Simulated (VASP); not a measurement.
# Rh (Fm-3m) in VASP: further runs

Runs on Rh. Level: LDA. Tasks: single point, relaxation of cell and atoms.

Program: VASP 6.6.1. These are calculated values, not measurements. Logs are shortened: lines on timing, memory, paths and dates and some standing lists are left out, and cuts for length are marked.

### Step 1. The cell of the first run

Symmetry: Fm-3m, No. 225, cubic system. Conventional cell: a = 3.754 Å, b = 3.754 Å, c = 3.754 Å, α = 90.00°, β = 90.00°, γ = 90.00°. Within 3.5 Å of Rh (site symmetry m-3m) lie 12 Rh at 2.65 Å.

### Step 2. Single point, LDA

INCAR reads:

```
SYSTEM = Rh
  ALGO = Normal
  EDIFF = 1E-6
  ENCUT = 500
  GGA = CA
  GGA_COMPAT = .False.
  ISIF = 2
  ISMEAR = 0
  LASPH = .True.
  LCHARG = .False.
  LREAL = .False.
  LWAVE = .False.
  NBANDS = 14
  NELM = 120
  PREC = Accurate
  SIGMA = 0.05
```

KPOINTS reads:

```
k-points
0
Gamma
  9 9 9
  0 0 0
```

POSCAR reads:

```
Rh
1.0
    0.0000000000      1.8769832665      1.8769832665
    1.8769832665      0.0000000000      1.8769832665
    1.8769832665      1.8769832665      0.0000000000
Rh
1
Direct
    0.0000000000      0.0000000000      0.0000000000
```

Potentials or basis: VASP PAW LDA potentials, release 64 (Rh_pv).

Started as:

```
cat potpaw_LDA.64/Rh_pv/POTCAR > POTCAR
mpirun -np 1 vasp_std > vasp.out
```

OUTCAR:

```text
SYSTEM = Rh
   EDIFF = 1E-6
   ENCUT = 500
   GGA = CA
   ISIF = 2
   ISMEAR = 0
   LASPH = .True.
   LREAL = .False.
   NELM = 120
   PREC = Accurate

 ion  position               nearest neighbor table
   1  0.000  0.000  0.000-

  LATTYP: Found a face centered cubic cell.
 ALAT       =     3.7539665330

  Lattice vectors:

 A1 = (   0.0000000000,   1.8769832665,   1.8769832665)
 A2 = (   1.8769832665,   0.0000000000,   1.8769832665)
 A3 = (   1.8769832665,   1.8769832665,   0.0000000000)

Analysis of symmetry for initial positions (statically):
=====================================================================
 Subroutine PRICEL returns:
 Original cell was already a primitive cell.

 Routine SETGRP: Setting up the symmetry group for a
 face centered cubic supercell.

 Subroutine GETGRP returns: Found 48 space group operations
 (whereof 48 operations were pure point group operations)
 out of a pool of 48 trial point group operations.

The static configuration has the point symmetry O_h .

Analysis of symmetry for dynamics (positions and initial velocities):
=====================================================================
 Subroutine PRICEL returns:
 Original cell was already a primitive cell.

 Routine SETGRP: Setting up the symmetry group for a
 face centered cubic supercell.

 Subroutine GETGRP returns: Found 48 space group operations
 (whereof 48 operations were pure point group operations)
 out of a pool of 48 trial point group operations.

The dynamic configuration has the point symmetry O_h .

 Subroutine INISYM returns: Found 48 space group operations
 (whereof 48 operations are pure point group operations),
 and found     1 'primitive' translations

----------------------------------------------------------------------------------------

                                     Primitive cell

  volume of cell :      13.2255

  direct lattice vectors                    reciprocal lattice vectors
     0.000000000  1.876983266  1.876983266    -0.266384900  0.266384900  0.266384900
     1.876983266  0.000000000  1.876983266     0.266384900 -0.266384900  0.266384900
     1.876983266  1.876983266  0.000000000     0.266384900  0.266384900 -0.266384900

  length of vectors
     2.654455192  2.654455192  2.654455192     0.461392181  0.461392181  0.461392181

  position of ions in fractional coordinates (direct lattice)
     0.000000000  0.000000000  0.000000000

  ion indices of the primitive-cell ions
   primitive index   ion index
                 1           1

----------------------------------------------------------------------------------------

 KPOINTS: k-points

Automatic generation of k-mesh.
 Grid dimensions read from file:
 generate k-points for:    9    9    9

 Generating k-lattice:

  Cartesian coordinates                     Fractional coordinates (reciprocal lattice)
    -0.029598322  0.029598322  0.029598322     0.111111111  0.000000000  0.000000000
     0.029598322 -0.029598322  0.029598322     0.000000000  0.111111111  0.000000000
     0.029598322  0.029598322 -0.029598322     0.000000000  0.000000000  0.111111111

  Length of vectors
     0.051265798  0.051265798  0.051265798

  Shift w.r.t. Gamma in fractional coordinates (k-lattice)
     0.000000000  0.000000000  0.000000000

 Subroutine IBZKPT returns following result:
 ===========================================

 Found     35 irreducible k-points:

 Following reciprocal coordinates:
            Coordinates               Weight
  0.000000  0.000000  0.000000      1.000000
  0.111111  0.000000  0.000000      8.000000
  0.222222  0.000000  0.000000      8.000000
  0.333333  0.000000  0.000000      8.000000
  0.444444  0.000000  0.000000      8.000000
  0.111111  0.111111  0.000000      6.000000
[... 16 lines left out ...]
 -0.333333  0.333333  0.000000     12.000000
  0.444444  0.444444  0.000000      6.000000
 [... further k-points ...]
   k-points           NKPTS =     35   k-points in BZ     NKDIM =     35   number of bands    NBANDS=     14
   number of dos      NEDOS =    301   number of ions     NIONS =      1
   total plane-waves  NPLWV =   8000
   dimension x,y,z NGX =    20 NGY =   20 NGZ =   20
   dimension x,y,z NGXF=    40 NGYF=   40 NGZF=   40
   ions per type =               1
   NGX,Y,Z   is equivalent  to a cutoff of  12.53, 12.53, 12.53 a.u.
   NGXF,Y,Z  is equivalent  to a cutoff of  25.05, 25.05, 25.05 a.u.
 SYSTEM =  Rh
   PREC   = accura    normal or accurate (medium, high low for compatibility)
   ISTART =      0    job   : 0-new  1-cont  2-samecut
   ICHARG =      2    charge: 1-file 2-atom 10-const
   ISPIN  =      1    spin polarized calculation?
   LNONCOLLINEAR =      F non collinear calculations
   LSORBIT =      F    spin-orbit coupling
   LASPH  =      T    aspherical Exc in radial PAW
   ENCUT  =  500.0 eV  36.75 Ry    6.06 a.u.   4.84  4.84  4.84*2*pi/ulx,y,z
   NELM   =    120;   NELMIN=  2; NELMDL= -5     # of ELM steps
   EDIFF  = 0.1E-05   stopping-criterion for ELM
   LREAL  =      F    real-space projection
   EDIFFG = 0.1E-04   stopping-criterion for IOM
   NSW    =      0    number of steps for IOM
   IBRION =     -1    ionic relax: 0-MD 1-quasi-New 2-CG
   NFREE  =      0    steps in history (QN), initial steepest desc. (CG)
   ISIF   =      2    stress and relaxation
   ISYM   =      2    0-nonsym 1-usesym 2-fastsym
   POTIM  = 0.5000    time-step for ionic-motion
   TEBEG  =    0.0;   TEEND  =   0.0 temperature during run
   PSTRESS=    0.0 pullay stress
   NELECT =      15.0000    total number of electrons
   NUPDOWN=      -1.0000    fix difference up-down
   EMIN   =  10.00;   EMAX   =-10.00  energy-range for DOS
   EFERMI =   0.00;   METHOD = LEGACY
   ISMEAR =     0;   SIGMA  =   0.05  broadening in eV -4-tet -1-fermi 0-gaus
   EFERMI_NEDOS =   21; number of points for ismear=-14 and -15
   IALGO  =     38    algorithm
   IMIX   =      4    mixing-type and parameters
     AMIX     =   0.40;   BMIX     =  1.00
     AMIX_MAG =   1.60;   BMIX_MAG =  1.00
  volume/ion in A,a.u.               =      13.23        89.25
  Fermi-wavevector in a.u.,A,eV,Ry     =   1.707267  3.226267 39.657739  2.914762
  Thomas-Fermi vector in A             =   2.786151
   LORBIT       =      0    0 simple, 1 ext, 2 COOP (PROOUT), +10 PAW based schemes
   GGA     = CA    functional components
   LHFCALC =     F    Hartree Fock is set to
   AEXX    =    0.0000 exact exchange contribution
   IVDW    =     0    specifies the selected vdW correction
   LEPSILON=     F    determine dielectric tensor
   LRPA    =     F    only Hartree local field effects (RPA)
 non-spin polarized calculation
 Gauss-broadening in eV      SIGMA  =   0.05
  energy-cutoff  :      500.00
  volume of cell :       13.23
 maximum number of plane-waves:       347
   NGX =  9   NGY =  9   NGZ =  9

 number of electron      15.0000002 magnetization

 Free energy of the ion-electron system (eV)
  ---------------------------------------------------
  ext. energy  EPLUGINS =         0.00000000
  ---------------------------------------------------
  free energy    TOTEN  =        -8.67844755 eV

  energy without entropy =       -8.67673169  energy(sigma->0) =       -8.67758962

 E-fermi :  12.3736     XC(G=0): -14.6025

 val. band max:       12.3643821410   @ k =  -0.3333   0.3333   0.0000
 cond. band min:      12.3959372071   @ k =  -0.4444   0.4444   0.1111
 fundamental gap:      0.0315550661
 Fermi energy:        12.3735545857

 k-point     1 :       0.0000    0.0000    0.0000
  band No.  band energies     occupation
      1     -33.8091      2.00000
      2     -33.8091      2.00000
      3     -33.8091      2.00000
      4       4.1263      2.00000
      5       9.1363      2.00000
      6       9.1363      2.00000
      7       9.1363      2.00000
      8      11.3778      2.00000
      9      11.3778      2.00000
     10      28.3669      0.00000
     11      32.6368      0.00000
     12      33.9764      0.00000
     13      33.9764      0.00000
     14      33.9764      0.00000

 k-point     2 :       0.1111    0.0000    0.0000
  band No.  band energies     occupation
      1     -33.9123      2.00000
      2     -33.8229      2.00000
      3     -33.8229      2.00000
      4       4.6276      2.00000
      5       8.9284      2.00000
      6       9.3242      2.00000
      7       9.3242      2.00000
      8      11.2820      2.00000
      9      11.2820      2.00000
     10      29.0951      0.00000
     11      31.8399      0.00000
     12      32.6394      0.00000
     13      34.7423      0.00000
     14      34.7423      0.00000

 k-point     3 :       0.2222    0.0000    0.0000
  band No.  band energies     occupation
      1     -34.1692      2.00000
      2     -33.8577      2.00000
      3     -33.8577      2.00000
      4       5.7389      2.00000
      5       8.8388      2.00000
      6       9.5406      2.00000
      7       9.5406      2.00000
      8      11.3978      2.00000
      9      11.3978      2.00000
     10      28.5944      0.00000
     11      30.1742      0.00000
     12      32.6384      0.00000
     13      36.7273      0.00000
     14      36.7273      0.00000
[... 324 lines left out ...]
 k-point    23 :      -0.3333    0.3333    0.0000
  band No.  band energies     occupation
      1     -34.3855      2.00000
      2     -34.3802      2.00000
      3     -34.0142      2.00000
      4       7.0378      2.00000
      5       8.0547      2.00000
      6       9.3228      2.00000
      7      11.0997      2.00000
      8      12.3644      1.20470
      9      19.2565      0.00000
     10      22.6764      0.00000
     11      24.8041      0.00000
     12      31.3278      0.00000
     13      32.6305      0.00000
     14      32.9122      0.00000

 k-point    24 :       0.4444    0.4444    0.0000
  band No.  band energies     occupation
      1     -34.5872      2.00000
      2     -34.1111      2.00000
      3     -34.1111      2.00000
      4       5.8047      2.00000
      5       6.1672      2.00000
      6      12.9701      0.00000
      7      13.2863      0.00000
      8      13.2863      0.00000
      9      15.0405      0.00000
     10      25.9665      0.00000
     11      26.2701      0.00000
     12      26.2701      0.00000
     13      32.6325      0.00000
     14      35.9260      0.00000

 [... further k-points ...]

------------------------ aborting loop because EDIFF is reached ----------------------------------------

  FORCE on cell =-STRESS in cart. coord.  units (eV):
  Direction    XX          YY          ZZ          XY          YZ          ZX
  --------------------------------------------------------------------------------------
  -------------------------------------------------------------------------------------
  Total        0.0760273      0.0760273      0.0760273     -0.0000000      0.0000000      0.0000000
  in kB        9.2101969      9.2101969      9.2101969     -0.0000000      0.0000000      0.0000000
  external PRESSURE =       9.2101969 kB  Pullay stress =       0.0000000 kB

 VOLUME and BASIS-vectors are now :
 -----------------------------------------------------------------------------
  energy-cutoff  :      500.00
  volume of cell :       13.23
      direct lattice vectors                 reciprocal lattice vectors
     0.000000000  1.876983266  1.876983266    -0.266384900  0.266384900  0.266384900
     1.876983266  0.000000000  1.876983266     0.266384900 -0.266384900  0.266384900
     1.876983266  1.876983266  0.000000000     0.266384900  0.266384900 -0.266384900

 POSITION                                       TOTAL-FORCE (eV/Angst)
 -----------------------------------------------------------------------------------
      0.00000      0.00000      0.00000        -0.000000      0.000000      0.000000
 -----------------------------------------------------------------------------------
    total drift:                                0.000000      0.000000      0.000000

  FREE ENERGIE OF THE ION-ELECTRON SYSTEM (eV)
  ---------------------------------------------------
  free  energy   TOTEN  =        -8.6784475520 eV

  energy  without entropy=       -8.6767316919  energy(sigma->0) =       -8.67758962
```

It took 2.4 s on 1 thread of Intel Xeon 6975P-C (Granite Rapids), shared host; peak memory 0.12 GiB.

What came out:

| Item | Value |
| --- | --- |
| Free energy | -8.6784 eV |
| Pressure | 0.9 GPa |
| Band gap on the k mesh | zero (an odd number of electrons rules out a gap without spin polarisation) |

### Step 3. Relaxation of cell and atoms, LDA

This run uses another cell than the first one, of 13.67 Å³/atom.

INCAR reads:

```
ALGO     = Normal         # electronic algorithm
EDIFF    = 1E-7           # SCF threshold, eV
EDIFFG   = -0.01          # ionic threshold
ENCUT    = 500            # plane-wave cutoff, eV
GGA_COMPAT= False        
IBRION   = 2              # ionic algorithm
ISIF     = 3              # what is computed and relaxed
ISMEAR   = 0              # smearing method
LASPH    = True           # aspherical terms in the spheres
LCHARG   = False          # write CHGCAR
LREAL    = False          # projectors in reciprocal space
LWAVE    = False          # write WAVECAR
NELM     = 120            # most SCF steps
NELMIN   = 4            
NSW      = 80             # ionic steps
PREC     = Accurate       # precision mode
SIGMA    = 0.05           # smearing width, eV
```

KPOINTS reads:

```
k-points
0
Gamma
  9 9 9
```

POSCAR reads:

```
Rh
1.0
    0.0000000000      1.8978500000      1.8978500000
    1.8978500000      0.0000000000      1.8978500000
    1.8978500000      1.8978500000      0.0000000000
Rh
1
Direct
    0.0000000000      0.0000000000      0.0000000000
```

Potentials or basis: VASP PAW LDA potentials, release 64 (Rh_pv).

Started as:

```
cat potpaw_LDA.64/Rh_pv/POTCAR > POTCAR
mpirun -np 1 vasp_std > vasp.out
```

OUTCAR:

```text
EDIFF = 1E-7
   EDIFFG = -0.01
   ENCUT = 500
   IBRION = 2
   ISIF = 3
   ISMEAR = 0
   LASPH = True
   LREAL = False
   NELM = 120
   NELMIN = 4
   NSW = 80
   PREC = Accurate

 ion  position               nearest neighbor table
   1  0.000  0.000  0.000-

  LATTYP: Found a face centered cubic cell.
 ALAT       =     3.7957000000

  Lattice vectors:

 A1 = (   0.0000000000,   1.8978500000,   1.8978500000)
 A2 = (   1.8978500000,   0.0000000000,   1.8978500000)
 A3 = (   1.8978500000,   1.8978500000,   0.0000000000)

Analysis of symmetry for initial positions (statically):
=====================================================================
 Subroutine PRICEL returns:
 Original cell was already a primitive cell.

[... 397 lines left out ...]
      1     -33.8600      2.00000
      2     -33.8600      2.00000
      3     -33.8600      2.00000
      4       4.0922      2.00000
      5       9.0950      2.00000
      6       9.0950      2.00000
      7       9.0950      2.00000
      8      11.3264      2.00000
      9      11.3264      2.00000
     10      28.3148      0.00000
     11      32.5888      0.00000
[... 309 lines left out ...]
 k-point    24 :       0.4444    0.4444    0.0000
  band No.  band energies     occupation
      1     -34.6305      2.00000
      2     -34.1591      2.00000
      3     -34.1591      2.00000
      4       5.7773      2.00000
      5       6.1386      2.00000
      6      12.9112      0.00000
      7      13.2259      0.00000
      8      13.2259      0.00000
      9      14.9807      0.00000
     10      25.8724      0.00000
     11      26.1957      0.00000

 [... further k-points ...]

------------------------ aborting loop because EDIFF is reached ----------------------------------------

  FORCE on cell =-STRESS in cart. coord.  units (eV):
  Direction    XX          YY          ZZ          XY          YZ          ZX
  --------------------------------------------------------------------------------------
  -------------------------------------------------------------------------------------
  Total       -0.0005972     -0.0005972     -0.0005972      0.0000000      0.0000000     -0.0000000
  in kB       -0.0721364     -0.0721364     -0.0721364      0.0000000      0.0000000     -0.0000000
  external PRESSURE =      -0.0721364 kB  Pullay stress =       0.0000000 kB
[... 16 lines left out ...]
  FREE ENERGIE OF THE ION-ELECTRON SYSTEM (eV)
  ---------------------------------------------------
  free  energy   TOTEN  =        -8.6787595102 eV

  energy  without entropy=       -8.6770383595  energy(sigma->0) =       -8.67789893

 reached required accuracy - stopping structural energy minimisation
```

OSZICAR:

```text
N       E                     dE             d eps       ncg     rms          rms(c)
DAV:   1     0.113039987526E+03    0.11304E+03   -0.92841E+03   778   0.143E+03
DAV:   2    -0.788753763539E+01   -0.12093E+03   -0.11582E+03   788   0.385E+02
DAV:   3    -0.925252020641E+01   -0.13650E+01   -0.13594E+01   911   0.475E+01
[... 51 lines left out ...]
DAV:   1    -0.867913509590E+01   -0.39212E-03   -0.57942E-03   809   0.128E+00    0.142E-01
DAV:   2    -0.867876465920E+01    0.37044E-03   -0.88704E-04   788   0.460E-01    0.246E-02
DAV:   3    -0.867875924290E+01    0.54163E-05   -0.15473E-05   830   0.557E-02    0.132E-02
DAV:   4    -0.867875952155E+01   -0.27865E-06   -0.27084E-06   803   0.218E-02    0.887E-04
DAV:   5    -0.867875951015E+01    0.11394E-07   -0.58327E-08   529   0.391E-03
   7 F= -.86787595E+01 E0= -.86778989E+01  d E =-.372989E-05
```

CONTCAR:

```text
Rh
   1.00000000000000
     0.0000000000000000    1.8787941548313363    1.8787941548313363
     1.8787941548313363   -0.0000000000000000    1.8787941548313363
     1.8787941548313363    1.8787941548313363   -0.0000000000000000
  Rh
     1
Direct
     0.0000000000000000    0.0000000000000000    0.0000000000000000

  0.00000000E+00  0.00000000E+00  0.00000000E+00
```

Wall time 8.1 s (1 thread of Intel Xeon 6975P-C (Granite Rapids), shared host); peak memory 0.12 GiB.

Results:

```yaml
Free_energy: -8.6788 eV
Relaxed_volume: 13.26 Å³/atom
Relaxed_cell: a = 2.657 Å, b = 2.657 Å, c = 2.657 Å, α = 60.00°, β = 60.00°, γ = 60.00°
Space_group_after_relaxing_to_0.1_Å: Fm-3m (No. 225)
Energy_gained_by_relaxing: 11.6 meV/atom
Ionic_steps: 7
Pressure_after_relaxing: 0.0 GPa
Band_gap_on_the_k_mesh: zero (an odd number of electrons rules out a gap without spin polarisation)
```

Step by step:
| step | energy change (eV) | largest force (eV/Å) | pressure (GPa) | volume (Å³) |
| --- | --- | --- | --- | --- |
| 1 | 0.0000 | 0.0000 | -8.87 | 13.67 |
| 2 | 0.0822 | 0.0000 | 31.53 | 12.23 |
| 3 | -0.0116 | 0.0000 | -0.24 | 13.28 |
| 4 | -0.0116 | 0.0000 | -0.13 | 13.27 |
| 5 | -0.0116 | 0.0000 | 0.16 | 13.26 |
| 6 | -0.0116 | 0.0000 | -0.34 | 13.28 |
| 7 | -0.0116 | 0.0000 | -0.01 | 13.26 |

Final structure:
```xyz
1
Lattice="0.0000 1.8788 1.8788 1.8788 0.0000 1.8788 1.8788 1.8788 0.0000" Properties=species:S:1:pos:R:3 pbc="T T T"
Rh    0.0000    0.0000    0.0000
```

LDA usually gives volumes a few per cent too small. Zero-point motion and thermal expansion aren't in these numbers.

The gap in the log of VASP goes by the Fermi energy; the results here count the filled bands.